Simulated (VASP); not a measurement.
# NaH (R-3m) in VASP: single point with HSE06

Aim: the single point of NaH with HSE06.

All numbers are computed with VASP 6.6.1; they aren't measurements. Logs are shortened: lines on timing, memory, paths and dates and some standing lists are left out, and cuts for length are marked.

### Step 1. The cell of the first run

It takes space group R-3m (No. 166, trigonal). The conventional cell has a = 3.532 Å, b = 3.532 Å, c = 8.198 Å, α = 90.00°, β = 90.00°, γ = 120.00°. Within 3.2 Å of Na (site symmetry -3m) lie 6 H at 2.45 Å. Within 3.2 Å of H (site symmetry -3m) lie 6 Na at 2.45 Å.

### Step 2. Single point, HSE06 (epitaxial 111 strain +4.2%)

The input, POSCAR:

```
NaH
1.0
   -0.0871033519      2.4101454511      2.4101454511
    2.4101454511     -0.0871033519      2.4101454511
    2.4101454511      2.4101454511     -0.0871033519
Na H
1 1
Direct
    0.0000000000      0.0000000000      0.0000000000
    0.5000000000      0.5000000000      0.5000000000
```

The input, INCAR.step1:

```
SYSTEM = NaH
PREC     = Accurate       ! precision mode
ENCUT    = 520            ! plane-wave cutoff, eV
EDIFF    = 1E-5           ! SCF threshold, eV
ISMEAR   = 0              ! smearing method
SIGMA    = 0.01           ! smearing width, eV
LREAL    = .False.        ! projectors in reciprocal space
LASPH    = .True.         ! aspherical terms in the spheres
NELM     = 80             ! most SCF steps
ALGO     = Normal         ! electronic algorithm
ISIF     = 2              ! what is computed and relaxed
LWAVE    = .True.         ! write WAVECAR
LCHARG   = .False.        ! write CHGCAR
GGA      = PE             ! functional
NBANDS   = 11             ! bands
```

The input, INCAR.step2:

```
SYSTEM = NaH
PREC     = Accurate       ! precision mode
ENCUT    = 520            ! plane-wave cutoff, eV
EDIFF    = 1E-6           ! SCF threshold, eV
ISMEAR   = 0              ! smearing method
SIGMA    = 0.01           ! smearing width, eV
LREAL    = .False.        ! projectors in reciprocal space
LASPH    = .True.         ! aspherical terms in the spheres
NELM     = 80             ! most SCF steps
ALGO     = Normal         ! electronic algorithm
ISIF     = 2              ! what is computed and relaxed
LWAVE    = .False.        ! write WAVECAR
LCHARG   = .False.        ! write CHGCAR
GGA      = PE             ! functional
LHFCALC  = .True.         ! exact exchange
HFSCREEN = 0.2079         ! screening, 1/A
PRECFOCK = Normal       
ISTART   = 1            
NBANDS   = 11             ! bands
```

The input, KPOINTS:

```
regular mesh
0
Gamma
  6 6 6
  0 0 0
```

Potentials or basis: VASP PAW PBE potentials, release 64 (Na_pv, H).

Started as:

```sh
> cat potpaw_PBE.64/Na_pv/POTCAR potpaw_PBE.64/H/POTCAR > POTCAR
> cp INCAR.step1 INCAR
> mpirun -np 1 vasp_std > vasp.out
> cp INCAR.step2 INCAR
> mpirun -np 1 vasp_std > vasp.out
```

OUTCAR:

```text
SYSTEM = NaH
   PREC = Accurate
   ENCUT = 520
   EDIFF = 1E-6
   ISMEAR = 0
   LREAL = .False.
   LASPH = .True.
   NELM = 80
   ISIF = 2
   GGA = PE
   LHFCALC = .True.
   HFSCREEN = 0.2079
   PRECFOCK = Normal
   ISTART = 1

 ion  position               nearest neighbor table
   1  0.000  0.000  0.000-
   2  0.500  0.500  0.500-

  LATTYP: Found a trigonal (rhomboedric) cell.
 ALAT       =     3.4095731675
 COS(alpha) =     0.4635569809

  Lattice vectors:

 A1 = (  -0.0871033519,   2.4101454511,   2.4101454511)
 A2 = (   2.4101454511,  -0.0871033519,   2.4101454511)
 A3 = (   2.4101454511,   2.4101454511,  -0.0871033519)

Analysis of symmetry for initial positions (statically):
=====================================================================
 Subroutine PRICEL returns:
 Original cell was already a primitive cell.

 Routine SETGRP: Setting up the symmetry group for a
 trigonal (rhombohedral) supercell.

 Subroutine GETGRP returns: Found 12 space group operations
 (whereof 12 operations were pure point group operations)
 out of a pool of 12 trial point group operations.

The static configuration has the point symmetry D_3d.

Analysis of symmetry for dynamics (positions and initial velocities):
=====================================================================
 Subroutine PRICEL returns:
 Original cell was already a primitive cell.

 Routine SETGRP: Setting up the symmetry group for a
 trigonal (rhombohedral) supercell.

 Subroutine GETGRP returns: Found 12 space group operations
 (whereof 12 operations were pure point group operations)
 out of a pool of 12 trial point group operations.

The dynamic configuration has the point symmetry D_3d.

 Subroutine INISYM returns: Found 12 space group operations
 (whereof 12 operations are pure point group operations),
 and found     1 'primitive' translations

----------------------------------------------------------------------------------------

                                     Primitive cell

  volume of cell :      29.5173

  direct lattice vectors                    reciprocal lattice vectors
    -0.087103352  2.410145451  2.410145451    -0.196535747  0.203904930  0.203904930
     2.410145451 -0.087103352  2.410145451     0.203904930 -0.196535747  0.203904930
     2.410145451  2.410145451 -0.087103352     0.203904930  0.203904930 -0.196535747

  length of vectors
     3.409573168  3.409573168  3.409573168     0.348970974  0.348970974  0.348970974

  position of ions in fractional coordinates (direct lattice)
     0.000000000  0.000000000  0.000000000
     0.500000000  0.500000000  0.500000000

[... 91 lines left out ...]
   ISMEAR =     0;   SIGMA  =   0.01  broadening in eV -4-tet -1-fermi 0-gaus
   EFERMI_NEDOS =   21; number of points for ismear=-14 and -15
   IALGO  =     38    algorithm
   IMIX   =      1    mixing-type and parameters
     AMIX     =   0.40;   BMIX     =  1.00
     AMIX_MAG =   1.60;   BMIX_MAG =  1.00
  volume/ion in A,a.u.               =      14.76        99.60
  Fermi-wavevector in a.u.,A,eV,Ry     =   1.059447  2.002064 15.271546  1.122427
  Thomas-Fermi vector in A             =   2.194792
   LORBIT       =      0    0 simple, 1 ext, 2 COOP (PROOUT), +10 PAW based schemes
   GGA     = PE    functional components
   LHFCALC =     T    Hartree Fock is set to
   PRECFOCK=normal    Normal, Fast or Accurate (Low or Medium for compatibility)
   ENCUT4O =  -1.0   cutoff for four orbital integrals eV
   NKREDX  =     1    reduce k-point grid by
   NKREDY  =     1    reduce k-point grid by
   NKREDZ  =     1    reduce k-point grid by
   AEXX    =    0.2500 exact exchange contribution
   HFSCREEN=    0.2079 screening length (either q_TF or 0.3 A-1)
   HFSCREENC=   0.2079 screening length for correlation (either q_TF or 0.3 A-1)
   ENCUTFOCK=  -1.0 apply spherical cutoff to Coloumb kernel
   IVDW    =     0    specifies the selected vdW correction
   LEPSILON=     F    determine dielectric tensor
   LRPA    =     F    only Hartree local field effects (RPA)
 non-spin polarized calculation
 Gauss-broadening in eV      SIGMA  =   0.01
  energy-cutoff  :      520.00
  volume of cell :       29.52
 maximum number of plane-waves:       827
 NGX is ok and might be reduce to    28
  NGX = 20; NGY = 20; NGZ = 20

 number of electron       8.0000005 magnetization

 Free energy of the ion-electron system (eV)
  ---------------------------------------------------
  ext. energy  EPLUGINS =         0.00000000
  ---------------------------------------------------
  free energy    TOTEN  =        -5.74856512 eV

  energy without entropy =       -5.74856512  energy(sigma->0) =       -5.74856512

 E-fermi :  -1.9281     XC(G=0):  -6.3998

 val. band max:       -2.0167048890   @ k =  -0.3333   0.5000   0.1667
 cond. band min:       2.6230634053   @ k =   0.5000   0.0000   0.0000
 fundamental gap:      4.6397682944
 Fermi energy:        -1.9280633271

 k-point     1 :       0.0000    0.0000    0.0000
  band No.  band energies     occupation
      1     -26.4840      2.00000
      2     -26.4759      2.00000
      3     -26.4759      2.00000
      4      -5.7922      2.00000
      5       9.5259      0.00000
      6      14.2381      0.00000
      7      14.2381      0.00000
      8      15.1399      0.00000
      9      15.1399      0.00000
     10      15.5740      0.00000
     11      15.5786      0.00000
[... 309 lines left out ...]
 k-point    24 :      -0.3333    0.5000    0.1667
  band No.  band energies     occupation
      1     -26.5392      2.00000
      2     -26.5106      2.00000
      3     -26.5038      2.00000
      4      -2.0167      2.00000
      5       4.2227      0.00000
      6       6.1135      0.00000
      7       7.7624      0.00000
      8      13.5287      0.00000
      9      14.5845      0.00000
     10      19.2820      0.00000
     11      20.4569      0.00000

 [... further k-points ...]
[... 5 lines left out ...]
  --------------------------------------------------------------------------------------
  -------------------------------------------------------------------------------------
  Total       -0.2489073     -0.2489073     -0.2489073      0.1342124      0.1342124      0.1342124
  in kB      -13.5104852    -13.5104852    -13.5104852      7.2849373      7.2849373      7.2849373
  external PRESSURE =     -13.5104852 kB  Pullay stress =       0.0000000 kB

 VOLUME and BASIS-vectors are now :
 -----------------------------------------------------------------------------
  energy-cutoff  :      520.00
  volume of cell :       29.52
      direct lattice vectors                 reciprocal lattice vectors
    -0.087103352  2.410145451  2.410145451    -0.196535747  0.203904930  0.203904930
     2.410145451 -0.087103352  2.410145451     0.203904930 -0.196535747  0.203904930
     2.410145451  2.410145451 -0.087103352     0.203904930  0.203904930 -0.196535747

 POSITION                                       TOTAL-FORCE (eV/Angst)
 -----------------------------------------------------------------------------------
      0.00000      0.00000      0.00000         0.000000     -0.000000     -0.000000
      2.36659      2.36659      2.36659        -0.000000      0.000000      0.000000
 -----------------------------------------------------------------------------------
    total drift:                               -0.000001     -0.000001     -0.000001

  FREE ENERGIE OF THE ION-ELECTRON SYSTEM (eV)
  ---------------------------------------------------
  free  energy   TOTEN  =        -5.7485651167 eV

  energy  without entropy=       -5.7485651167  energy(sigma->0) =       -5.74856512
```

Wall time 29 min (1 thread of AMD EPYC 7R13, shared host); peak memory 0.23 GiB.

Results:

| Item | Value |
| --- | --- |
| Free energy | -5.7486 eV |
| Pressure | -1.4 GPa |
| Band gap on the k mesh | 4.64 eV, indirect (least direct gap 5.60 eV) |

Stress tensor (GPa, compression positive):
```
-1.35  0.73  0.73
 0.73 -1.35  0.73
 0.73  0.73 -1.35
```

Levels at points of the mesh, in eV from the valence-band top:
| k point | band 1 | band 2 | band 3 | band 4 | band 5 | band 6 | band 7 | band 8 |
| --- | --- | --- | --- | --- | --- | --- | --- | --- |
| (0.00, 0.00, 0.00) | -24.47 | -24.46 | -24.46 | -3.78 | 11.54 | 16.25 | 16.25 | 17.16 |
| (0.50, 0.00, 0.00) | -24.53 | -24.47 | -24.47 | -0.96 | 4.64 | 11.97 | 14.37 | 15.03 |
| (0.50, 0.50, 0.00) | -24.53 | -24.49 | -24.48 | -0.13 | 5.60 | 11.04 | 11.27 | 12.18 |
| (0.50, 0.50, 0.50) | -24.55 | -24.47 | -24.47 | -0.63 | 5.07 | 11.49 | 14.03 | 14.03 |

Caveat: the cell differs from its parent crystal (epitaxial 111 strain +4.2%); the PAW data sets were made with another functional, which shifts forces and pressure a little.
